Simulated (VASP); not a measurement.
# SnO (P4/nmm) in VASP: single point with PBEsol+D3(BJ)

Aim: the single point of SnO with PBEsol+D3(BJ).

Everything below comes from runs of VASP 6.6.1. Logs are shortened: lines on timing, memory, paths and dates and some standing lists are left out, and cuts for length are marked.

## 1. The cell of the first run

The structure is tetragonal, space group P4/nmm (No. 129). Conventional cell: a = 4.062 Å, b = 4.062 Å, c = 3.933 Å, α = 90.00°, β = 90.00°, γ = 90.00°. Sn (site symmetry 4mm) has 4 O at 2.26 Å within 3.0 Å. Within 3.0 Å of O (site symmetry -4m2) lie 4 Sn at 2.26 Å and 4 O at 2.87 Å.

## 2. Single point, PBEsol+D3(BJ)

INCAR

```
PREC = Accurate
ENCUT = 600
EDIFF = 1E-6
ISMEAR = 0
SIGMA = 0.15
LREAL = False
LASPH = True
NELM = 120
ALGO = Normal
ISIF = 2
LWAVE = False
LCHARG = False
GGA = PS
IVDW = 12
NBANDS = 28
GGA_COMPAT = False
```

KPOINTS

```
Automatic mesh
0
Gamma
  14 14 12
```

POSCAR

```
SnO
1.0
    4.0615306490      0.0000000000      0.0000000000
    0.0000000000      4.0615306490      0.0000000000
    0.0000000000      0.0000000000      3.9325932995
Sn O
2 2
Direct
    0.0000000000      0.5000000000      0.2532585894
    0.5000000000      0.0000000000      0.7467414106
    0.0000000000      0.0000000000      0.0000000000
    0.5000000000      0.5000000000      0.0000000000
```

Potentials or basis: VASP PAW PBE potentials, release 64 (Sn_d, O).

Started as:

```
cat potpaw_PBE.64/Sn_d/POTCAR potpaw_PBE.64/O/POTCAR > POTCAR
mpirun -np 1 vasp_std > vasp.out
```

OUTCAR:

```text
PREC = Accurate
   ENCUT = 600
   EDIFF = 1E-6
   ISMEAR = 0
   LREAL = False
   LASPH = True
   NELM = 120
   ISIF = 2
   GGA = PS
   IVDW = 12
 IVDW          = 12

 ion  position               nearest neighbor table
   1  0.000  0.500  0.253-   3 2.26   4 2.26   3 2.26   4 2.26   2 3.47   2 3.47   2 3.47   2 3.47
                             2 3.50   2 3.50   2 3.50   2 3.50
   2  0.500  0.000  0.747-   3 2.26   4 2.26   4 2.26   3 2.26   1 3.47   1 3.47   1 3.47   1 3.47
                             1 3.50   1 3.50   1 3.50   1 3.50
   3  0.000  0.000  0.000-   1 2.26   2 2.26   1 2.26   2 2.26
   4  0.500  0.500  0.000-   1 2.26   2 2.26   2 2.26   1 2.26

  LATTYP: Found a simple tetragonal cell.
 ALAT       =     4.0615306490
 C/A-ratio  =     0.9682540006

  Lattice vectors:

 A1 = (   4.0615306490,   0.0000000000,   0.0000000000)
 A2 = (   0.0000000000,   4.0615306490,   0.0000000000)
 A3 = (   0.0000000000,   0.0000000000,   3.9325932995)

Analysis of symmetry for initial positions (statically):
=====================================================================
 Subroutine PRICEL returns:
 Original cell was already a primitive cell.

 Routine SETGRP: Setting up the symmetry group for a
 simple tetragonal supercell.

 Subroutine GETGRP returns: Found 16 space group operations
 (whereof  8 operations were pure point group operations)
 out of a pool of 16 trial point group operations.

The static configuration has the point symmetry D_2d.
 The point group associated with its full space group is D_4h.

Analysis of symmetry for dynamics (positions and initial velocities):
=====================================================================
 Subroutine PRICEL returns:
 Original cell was already a primitive cell.

 Routine SETGRP: Setting up the symmetry group for a
 simple tetragonal supercell.

 Subroutine GETGRP returns: Found 16 space group operations
 (whereof  8 operations were pure point group operations)
 out of a pool of 16 trial point group operations.

The dynamic configuration has the point symmetry D_2d.
 The point group associated with its full space group is D_4h.

 Subroutine INISYM returns: Found 16 space group operations
 (whereof  8 operations are pure point group operations),
 and found     1 'primitive' translations

----------------------------------------------------------------------------------------

                                     Primitive cell

  volume of cell :      64.8722

  direct lattice vectors                    reciprocal lattice vectors
     4.061530649  0.000000000  0.000000000     0.246212595  0.000000000  0.000000000
     0.000000000  4.061530649  0.000000000     0.000000000  0.246212595  0.000000000
     0.000000000  0.000000000  3.932593300     0.000000000  0.000000000  0.254285130

  length of vectors
     4.061530649  4.061530649  3.932593300     0.246212595  0.246212595  0.254285130

  position of ions in fractional coordinates (direct lattice)
     0.000000000  0.500000000  0.253258589
     0.500000000  0.000000000  0.746741411
     0.000000000  0.000000000  0.000000000
     0.500000000  0.500000000  0.000000000

  ion indices of the primitive-cell ions
   primitive index   ion index
                 1           1
                 2           2
                 3           3
                 4           4

----------------------------------------------------------------------------------------

 KPOINTS: Automatic mesh

Automatic generation of k-mesh.
 Grid dimensions read from file:
 generate k-points for:   14   14   12

 Generating k-lattice:

  Cartesian coordinates                     Fractional coordinates (reciprocal lattice)
     0.017586614  0.000000000  0.000000000     0.071428571  0.000000000  0.000000000
     0.000000000  0.017586614  0.000000000     0.000000000  0.071428571  0.000000000
     0.000000000  0.000000000  0.021190428     0.000000000  0.000000000  0.083333333

  Length of vectors
     0.017586614  0.017586614  0.021190428

  Shift w.r.t. Gamma in fractional coordinates (k-lattice)
     0.000000000  0.000000000  0.000000000

 Subroutine IBZKPT returns following result:
 ===========================================

 Found    252 irreducible k-points:

 Following reciprocal coordinates:
            Coordinates               Weight
  0.000000  0.000000  0.000000      1.000000
  0.071429  0.000000  0.000000      4.000000
  0.142857  0.000000  0.000000      4.000000
  0.214286  0.000000  0.000000      4.000000
  0.285714  0.000000  0.000000      4.000000
  0.357143  0.000000  0.000000      4.000000
[... 16 lines left out ...]
  0.285714  0.214286  0.000000      8.000000
  0.357143  0.214286  0.000000      8.000000
 [... further k-points ...]
   k-points           NKPTS =    252   k-points in BZ     NKDIM =    252   number of bands    NBANDS=     28
   number of dos      NEDOS =    301   number of ions     NIONS =      4
   total plane-waves  NPLWV =  32768
   dimension x,y,z NGX =    32 NGY =   32 NGZ =   32
   dimension x,y,z NGXF=    64 NGYF=   64 NGZF=   64
   ions per type =               2   2
   NGX,Y,Z   is equivalent  to a cutoff of  13.10, 13.10, 13.53 a.u.
   NGXF,Y,Z  is equivalent  to a cutoff of  26.20, 26.20, 27.06 a.u.
 SYSTEM =  unknown system
   PREC   = accura    normal or accurate (medium, high low for compatibility)
   ISTART =      0    job   : 0-new  1-cont  2-samecut
   ICHARG =      2    charge: 1-file 2-atom 10-const
   ISPIN  =      1    spin polarized calculation?
   LNONCOLLINEAR =      F non collinear calculations
   LSORBIT =      F    spin-orbit coupling
   LASPH  =      T    aspherical Exc in radial PAW
   ENCUT  =  600.0 eV  44.10 Ry    6.64 a.u.   8.11  8.11  7.85*2*pi/ulx,y,z
   NELM   =    120;   NELMIN=  2; NELMDL= -5     # of ELM steps
   EDIFF  = 0.1E-05   stopping-criterion for ELM
   LREAL  =      F    real-space projection
   EDIFFG = 0.1E-04   stopping-criterion for IOM
   NSW    =      0    number of steps for IOM
   IBRION =     -1    ionic relax: 0-MD 1-quasi-New 2-CG
   NFREE  =      0    steps in history (QN), initial steepest desc. (CG)
   ISIF   =      2    stress and relaxation
   ISYM   =      2    0-nonsym 1-usesym 2-fastsym
   POTIM  = 0.5000    time-step for ionic-motion
   TEBEG  =    0.0;   TEEND  =   0.0 temperature during run
   PSTRESS=    0.0 pullay stress
   NELECT =      40.0000    total number of electrons
   NUPDOWN=      -1.0000    fix difference up-down
   EMIN   =  10.00;   EMAX   =-10.00  energy-range for DOS
   EFERMI =   0.00;   METHOD = LEGACY
   ISMEAR =     0;   SIGMA  =   0.15  broadening in eV -4-tet -1-fermi 0-gaus
   EFERMI_NEDOS =   21; number of points for ismear=-14 and -15
   IALGO  =     38    algorithm
   IMIX   =      4    mixing-type and parameters
     AMIX     =   0.40;   BMIX     =  1.00
     AMIX_MAG =   1.60;   BMIX_MAG =  1.00
  volume/ion in A,a.u.               =      16.22       109.44
  Fermi-wavevector in a.u.,A,eV,Ry     =   1.393398  2.633141 26.416518  1.941559
  Thomas-Fermi vector in A             =   2.517048
   LORBIT       =      0    0 simple, 1 ext, 2 COOP (PROOUT), +10 PAW based schemes
   GGA     = PS    functional components
   LHFCALC =     F    Hartree Fock is set to
   AEXX    =    0.0000 exact exchange contribution
   IVDW    =    12    specifies the selected vdW correction
   LEPSILON=     F    determine dielectric tensor
   LRPA    =     F    only Hartree local field effects (RPA)
 non-spin polarized calculation
 Gauss-broadening in eV      SIGMA  =   0.15
  energy-cutoff  :      600.00
  volume of cell :       64.87
 maximum number of plane-waves:      2212
   NGX = 17   NGY = 17   NGZ = 15

 number of electron      40.0000020 magnetization

 Free energy of the ion-electron system (eV)
  ---------------------------------------------------
  ext. energy  EPLUGINS =         0.00000000
  ---------------------------------------------------
  free energy    TOTEN  =       -23.77998579 eV

  energy without entropy =      -23.77997205  energy(sigma->0) =      -23.77997892

 E-fermi :   7.4032     XC(G=0): -10.9976

 val. band max:        7.0587814487   @ k =   0.0000   0.0000   0.4167
 cond. band min:       7.6427408526   @ k =   0.5000   0.5000   0.0000
 fundamental gap:      0.5839594039
 Fermi energy:         7.4031857567

 k-point     1 :       0.0000    0.0000    0.0000
  band No.  band energies     occupation
      1     -14.0999      2.00000
      2     -13.6914      2.00000
      3     -13.6914      2.00000
      4     -13.6779      2.00000
      5     -13.6530      2.00000
      6     -13.6366      2.00000
[... 20 lines left out ...]
     27      14.9579      0.00000
     28      15.6226      0.00000

 k-point     2 :       0.0714    0.0000    0.0000
  band No.  band energies     occupation
      1     -14.0944      2.00000
      2     -13.6897      2.00000
      3     -13.6896      2.00000
      4     -13.6761      2.00000
      5     -13.6520      2.00000
      6     -13.6419      2.00000
[... 20 lines left out ...]
     27      15.1933      0.00000
     28      15.6191      0.00000

 k-point     3 :       0.1429    0.0000    0.0000
  band No.  band energies     occupation
      1     -14.0785      2.00000
      2     -13.6846      2.00000
      3     -13.6843      2.00000
      4     -13.6707      2.00000
      5     -13.6609      2.00000
      6     -13.6488      2.00000
[... 20 lines left out ...]
     27      15.5282      0.00000
     28      15.9210      0.00000

 k-point     4 :       0.2143    0.0000    0.0000
  band No.  band energies     occupation
      1     -14.0534      2.00000
      2     -13.6950      2.00000
      3     -13.6764      2.00000
      4     -13.6758      2.00000
      5     -13.6617      2.00000
      6     -13.6435      2.00000
[... 578 lines left out ...]
     27      15.9476      0.00000
     28      16.0913      0.00000

 k-point    23 :       0.2857    0.2143    0.0000
  band No.  band energies     occupation
      1     -13.9942      2.00000
      2     -13.7902      2.00000
      3     -13.6799      2.00000
      4     -13.6440      2.00000
      5     -13.6336      2.00000
      6     -13.6125      2.00000
[... 20 lines left out ...]
     27      16.0189      0.00000
     28      16.1678      0.00000

 k-point    24 :       0.3571    0.2143    0.0000
  band No.  band energies     occupation
      1     -13.9670      2.00000
      2     -13.8295      2.00000
      3     -13.6676      2.00000
      4     -13.6353      2.00000
      5     -13.6293      2.00000
      6     -13.6107      2.00000
[... 20 lines left out ...]
     27      16.1025      0.00000
     28      16.2491      0.00000

 [... further k-points ...]

------------------------ aborting loop because EDIFF is reached ----------------------------------------

 Edisp (eV)   -0.93210

 E8    (eV) :    -0.6163

  FORCE on cell =-STRESS in cart. coord.  units (eV):
  Direction    XX          YY          ZZ          XY          YZ          ZX
  --------------------------------------------------------------------------------------
  -------------------------------------------------------------------------------------
  Total      -2.74302    -2.74302     1.83317     0.00000     0.00000     0.00000
  in kB     -67.74554   -67.74554    45.27466     0.00000     0.00000     0.00000
  external pressure =      -30.07 kB  Pullay stress =        0.00 kB

 VOLUME and BASIS-vectors are now :
 -----------------------------------------------------------------------------
  energy-cutoff  :      600.00
  volume of cell :       64.87
      direct lattice vectors                 reciprocal lattice vectors
     4.061530649  0.000000000  0.000000000     0.246212595  0.000000000  0.000000000
     0.000000000  4.061530649  0.000000000     0.000000000  0.246212595  0.000000000
     0.000000000  0.000000000  3.932593300     0.000000000  0.000000000  0.254285130

 POSITION                                       TOTAL-FORCE (eV/Angst)
 -----------------------------------------------------------------------------------
      0.00000      2.03077      0.99596        -0.000000      0.000000      0.308070
      2.03077      0.00000      2.93663         0.000000      0.000000     -0.308070
      0.00000      0.00000      0.00000        -0.000000     -0.000000      0.000000
      2.03077      2.03077      0.00000         0.000000      0.000000      0.000000
 -----------------------------------------------------------------------------------
    total drift:                                0.000000     -0.000000     -0.000000

  FREE ENERGIE OF THE ION-ELECTRON SYSTEM (eV)
  ---------------------------------------------------
  free  energy   TOTEN  =       -24.7120881406 eV

  energy  without entropy=      -24.7120744007  energy(sigma->0) =      -24.71208127
```

Wall time 12 min (1 thread of Oxide Virtual Turin-like, shared host); peak memory 0.5 GiB.

Results:

```
Free energy                : -24.7121 eV
Pressure                   : -3.0 GPa
Largest force              : 0.308 eV/Å
Band gap on the k mesh     : 0.58 eV (least direct gap 0.99 eV)
Dispersion energy per atom : -0.233 eV
```

Forces on the atoms (eV/Å):
```
Sn   0.000  0.000  0.308
Sn   0.000  0.000 -0.308
O    0.000  0.000  0.000
O    0.000  0.000  0.000
```

Caveat: the stress differs along the axes, from -7 to 5 GPa; semilocal functionals underestimate gaps, and a narrow one can read as zero; the PAW data sets were made with another functional, which shifts forces and pressure a little; spin-orbit coupling is left out, which moves the levels of the heavy elements. A k mesh can miss the band edges.
